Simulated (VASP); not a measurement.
# Sn2TeS (R-3m) in VASP: a series of runs, part 2 of 2

VASP 6.6.1.

### 4 Relaxation of cell and atoms, PBE

The input, INCAR:

```
PREC = Accurate ; ENCUT = 600
EDIFF = 1E-7 ; ISMEAR = 0
SIGMA = 0.1 ; LREAL = False
LASPH = True ; NELM = 80
ALGO = Normal ; ISIF = 3
LWAVE = False ; LCHARG = False
GGA = PE ; IBRION = 2
NSW = 90 ; EDIFFG = -0.04
```

The input, KPOINTS:

```
regular mesh
0
Gamma
  6 6 6
```

The input, POSCAR:

```
Sn2TeS
1.0
    2.1859388900      1.2620524100      6.9508539400
   -2.1859388900      1.2620524100      6.9508539400
    0.0000000000     -2.5241048100      6.9508539400
Sn Te S
2 1 1
Direct
    0.7510823000      0.7510823000      0.7510823000
    0.2489177000      0.2489177000      0.2489177000
    0.5000000000      0.5000000000      0.5000000000
    0.0000000000      0.0000000000      0.0000000000
```

Potentials or basis: VASP PAW PBE potentials, release 64 (Sn_d, Te, S).

Run with:

```sh
$ cat potpaw_PBE.64/Sn_d/POTCAR potpaw_PBE.64/Te/POTCAR potpaw_PBE.64/S/POTCAR > POTCAR
$ mpirun -np 1 vasp_std > vasp.out
```

OUTCAR:

```text
PREC = Accurate
   ENCUT = 600
   EDIFF = 1E-7
   ISMEAR = 0
   LREAL = False
   LASPH = True
   NELM = 80
   ISIF = 3
   GGA = PE
   IBRION = 2
   NSW = 90
   EDIFFG = -0.04

 ion  position               nearest neighbor table
   1  0.751  0.751  0.751-   3 3.05   3 3.05   3 3.05   4 3.08   4 3.08   4 3.08
   2  0.249  0.249  0.249-   3 3.05   3 3.05   3 3.05   4 3.08   4 3.08   4 3.08
   3  0.500  0.500  0.500-   2 3.05   1 3.05   2 3.05   2 3.05   1 3.05   1 3.05
   4  0.000  0.000  0.000-   1 3.08   2 3.08   1 3.08   1 3.08   2 3.08   2 3.08

  LATTYP: Found a trigonal (rhomboedric) cell.
 ALAT       =     7.3949628540
 COS(alpha) =     0.8252432194

  Lattice vectors:

 A1 = (   2.1859388900,   1.2620524100,   6.9508539400)
 A2 = (  -2.1859388900,   1.2620524100,   6.9508539400)
 A3 = (   0.0000000000,  -2.5241048100,   6.9508539400)

Analysis of symmetry for initial positions (statically):
=====================================================================
 Subroutine PRICEL returns:
 Original cell was already a primitive cell.

 Routine SETGRP: Setting up the symmetry group for a
 trigonal (rhombohedral) supercell.

 Subroutine GETGRP returns: Found 12 space group operations
 (whereof 12 operations were pure point group operations)
 out of a pool of 12 trial point group operations.

The static configuration has the point symmetry D_3d.

Analysis of symmetry for dynamics (positions and initial velocities):
=====================================================================
 Subroutine PRICEL returns:
 Original cell was already a primitive cell.

 Routine SETGRP: Setting up the symmetry group for a
 trigonal (rhombohedral) supercell.

 Subroutine GETGRP returns: Found 12 space group operations
 (whereof 12 operations were pure point group operations)
 out of a pool of 12 trial point group operations.
[... 124 lines left out ...]
     AMIX     =   0.40;   BMIX     =  1.00
     AMIX_MAG =   1.60;   BMIX_MAG =  1.00
  volume/ion in A,a.u.               =      28.76       194.11
  Fermi-wavevector in a.u.,A,eV,Ry     =   1.151136  2.175331 18.029265  1.325114
  Thomas-Fermi vector in A             =   2.287795
   LORBIT       =      0    0 simple, 1 ext, 2 COOP (PROOUT), +10 PAW based schemes
   GGA     = PE    functional components
   LHFCALC =     F    Hartree Fock is set to
   AEXX    =    0.0000 exact exchange contribution
   IVDW    =     0    specifies the selected vdW correction
   LEPSILON=     F    determine dielectric tensor
   LRPA    =     F    only Hartree local field effects (RPA)
 conjugate gradient relaxation of ions
 non-spin polarized calculation
 Gauss-broadening in eV      SIGMA  =   0.10
  energy-cutoff  :      600.00
  volume of cell :      115.05
 maximum number of plane-waves:      3886
   NGX = 29   NGY = 29   NGZ = 29

--------------------------------------- Ionic step        1  -------------------------------------------

 number of electron      40.0000005 magnetization

 Free energy of the ion-electron system (eV)
  ---------------------------------------------------
  ext. energy  EPLUGINS =         0.00000000
  ---------------------------------------------------
  free energy    TOTEN  =       -15.95819574 eV

  energy without entropy =      -15.95762020  energy(sigma->0) =      -15.95790797

------------------------ aborting loop because EDIFF is reached ----------------------------------------

  FORCE on cell =-STRESS in cart. coord.  units (eV):
  Direction    XX          YY          ZZ          XY          YZ          ZX
  --------------------------------------------------------------------------------------
  -------------------------------------------------------------------------------------
  Total        0.5185468      0.5185468      0.8405606     -0.0000000      0.0000000      0.0000000
  in kB        7.2209398      7.2209398     11.7050914     -0.0000000      0.0000000      0.0000000
  external PRESSURE =       8.7156570 kB  Pullay stress =       0.0000000 kB
[... 177 lines left out ...]
--------------------------------------- Ionic step        6  -------------------------------------------

 number of electron      40.0000001 magnetization

 Free energy of the ion-electron system (eV)
  ---------------------------------------------------
  ext. energy  EPLUGINS =         0.00000000
  ---------------------------------------------------
  free energy    TOTEN  =       -16.26900784 eV

  energy without entropy =      -16.26820723  energy(sigma->0) =      -16.26860753

 E-fermi :   6.5779     XC(G=0):  -9.5293

 val. band max:        6.5539676537   @ k =   0.0000   0.0000   0.0000
 cond. band min:       6.6605644112   @ k =   0.5000   0.5000   0.0000
 fundamental gap:      0.1065967575
 Fermi energy:         6.5779260861

 k-point     1 :       0.0000    0.0000    0.0000
  band No.  band energies     occupation
      1     -15.3599      2.00000
      2     -15.3599      2.00000
      3     -15.3562      2.00000
      4     -15.3562      2.00000
      5     -15.3510      2.00000
      6     -15.3510      2.00000
[... 637 lines left out ...]
     23       9.1710      0.00000
     24       9.7475      0.00000

 [... further k-points ...]
[... 5 lines left out ...]
  --------------------------------------------------------------------------------------
  -------------------------------------------------------------------------------------
  Total        0.0316556      0.0316556      0.0503779     -0.0000000      0.0000000      0.0000000
  in kB        0.4435181      0.4435181      0.7058322     -0.0000000      0.0000000      0.0000000
  external PRESSURE =       0.5309561 kB  Pullay stress =       0.0000000 kB
[... 19 lines left out ...]
  FREE ENERGIE OF THE ION-ELECTRON SYSTEM (eV)
  ---------------------------------------------------
  free  energy   TOTEN  =       -16.2690078396 eV

  energy  without entropy=      -16.2682072256  energy(sigma->0) =      -16.26860753

 reached required accuracy - stopping structural energy minimisation
```

OSZICAR:

```text
N       E                     dE             d eps       ncg     rms          rms(c)
DAV:   1     0.354113641940E+03    0.35411E+03   -0.20983E+04  1544   0.223E+03
[... 68 lines left out ...]
DAV:   3    -0.162690519924E+02    0.39161E-03   -0.10766E-03  2032   0.378E-01    0.466E-02
DAV:   4    -0.162690180711E+02    0.33921E-04   -0.89764E-05  2232   0.895E-02    0.261E-02
DAV:   5    -0.162690084213E+02    0.96497E-05   -0.11828E-05  2224   0.338E-02    0.898E-03
DAV:   6    -0.162690075682E+02    0.85311E-06   -0.26331E-06  1880   0.159E-02    0.216E-03
DAV:   7    -0.162690076832E+02   -0.11493E-06   -0.20891E-07  1208   0.424E-03    0.692E-04
DAV:   8    -0.162690078286E+02   -0.14548E-06   -0.40919E-08  1016   0.186E-03    0.344E-04
DAV:   9    -0.162690078396E+02   -0.10936E-07   -0.10030E-08  1000   0.114E-03
   6 F= -.16269008E+02 E0= -.16268608E+02  d E =-.660566E-03
```

Wall time 28 min (1 thread of Intel Xeon Platinum 8259CL at 2.50GHz (Skylake/Cascade Lake), shared host); peak memory 0.59 GiB.

What came out:

```
Free energy                            : -16.2690 eV
Relaxed volume                         : 28.59 Å³/atom
Relaxed cell                           : a = 7.460 Å, b = 7.460 Å, c = 7.460 Å, α = 33.78°, β = 33.78°, γ = 33.78°
Space group after relaxing (to 0.05 Å) : R-3m (No. 166)
Energy gained by relaxing              : 77.7 meV/atom
Ionic steps                            : 6
Pressure after relaxing                : 0.1 GPa
Largest force after relaxing           : 0.011 eV/Å
Band gap on the k mesh                 : 0.11 eV, indirect (least direct gap 0.14 eV)
```

Forces on the atoms (eV/Å):
```
Sn   0.000  0.000 -0.011
Sn   0.000  0.000  0.011
Te   0.000  0.000  0.000
S    0.000  0.000  0.000
```

The path:
```
step  energy change (eV)  largest force (eV/Å)  pressure (GPa)  volume (Å³)
   1              0.0000                1.4421            0.87       115.05
   2             -0.1662                0.9091           -0.65       117.68
   3             -0.2429                0.3394           -2.08       120.85
   4             -0.3101                0.0470            0.25       113.89
   5             -0.3102                0.0575            0.17       114.10
   6             -0.3108                0.0114            0.05       114.35
```

Final structure:
```xyz
4
Lattice="2.1673 1.2513 7.0278 -2.1673 1.2513 7.0278 0.0000 -2.5026 7.0278" Properties=species:S:1:pos:R:3 pbc="T T T"
Sn    0.0000    0.0000   15.6222
Sn    0.0000    0.0000    5.4611
Te    0.0000    0.0000   10.5416
S     0.0000    0.0000    0.0000
```

Levels at points of the mesh, in eV from the valence-band top:
| k point | band 17 | band 18 | band 19 | band 20 | band 21 | band 22 | band 23 | band 24 |
| --- | --- | --- | --- | --- | --- | --- | --- | --- |
| (0.00, 0.00, 0.00) | -2.34 | -1.49 | -1.49 | 0.00 | 0.14 | 0.74 | 0.74 | 3.84 |
| (0.50, 0.00, 0.00) | -3.69 | -2.63 | -2.48 | -2.40 | 2.47 | 2.56 | 2.65 | 3.06 |
| (0.50, 0.50, 0.00) | -3.75 | -2.07 | -1.92 | -0.13 | 0.11 | 0.86 | 0.86 | 2.63 |
| (0.50, 0.50, 0.50) | -1.59 | -1.59 | -1.49 | -1.09 | 1.76 | 1.76 | 1.92 | 2.01 |

Caveat: spin-orbit coupling is left out, which moves the levels of the heavy elements. A k mesh can miss the band edges.

### 5 Summary

| task | cell | cutoff (eV) | gap on the mesh (eV) | pressure (GPa) | largest force (eV/Å) |
| --- | --- | --- | --- | --- | --- |
| single point | a = 7.395 Å, angles 34.4°, 4 atoms | 520 | 0.18 | 0.8 | 1.44 |
| single point | a = 7.464 Å, angles 33.8°, 4 atoms | 520 | 0.10 | -0.2 | 0.03 |
| relaxation of cell and atoms | relaxed from a = 7.395 Å, angles 34.4°, 4 atoms | 600 | 0.11 | 0.1 | 0.01 |

Alike in all rows: level PBE; potentials or basis VASP PAW PBE potentials, release 64 (Sn_d, Te, S); no spin polarisation; k mesh 6 × 6 × 6; smearing gaussian 0.1 eV.

Caveats: spin-orbit coupling is left out, which moves the levels of the heavy elements; forces of over 1 eV/Å act on the atoms, so gaps and moduli don't describe the material at rest (some runs).

Absolute energies hang on the potentials; compare differences alone.
